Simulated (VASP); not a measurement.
Runs of VASP 6.6.1 on P. The structure is that of space group Pm-3m (No. 221), or close to it. The cells are those of the table. 

| cell | k mesh | gap on the mesh (eV) | pressure (GPa) |
| --- | --- | --- | --- |
| a = 2.350 Å, 1 atom | 15 × 15 × 15 | none | (a) |
| a = 2.316 Å, 1 atom | 15 × 15 × 15 | none | 22.7 |
| a = 2.384 Å, 1 atom | 15 × 15 × 15 | none | 7.0 |
| a = 2.479 Å, 1 atom | 15 × 15 × 15 | none | -7.3 |
| a = 2.416 Å, 1 atom | 21 × 21 × 21 | none | 1.0 |
| a = 2.416 Å, 1 atom | 15 × 15 × 15 | none | 1.1 |
| a = 2.509 Å, 1 atom | 15 × 15 × 15 | none | (b) |
| a = 2.448 Å, 1 atom | 15 × 15 × 15 | none | (c) |

Alike in all rows: task single point; level PBEsol; potentials or basis VASP PAW PBE potentials, release 64 (P); no spin polarisation; cutoff (eV) 500; smearing fermi-dirac 0.1 eV.

Q: Estimate the missing entries.

A: (a) 14.0; (b) -9.9; (c) -3.7.

Caveats: the PAW data sets were made with another functional, which shifts forces and pressure a little.

A gap of «none» marks levels without a gap at the run's occupations.
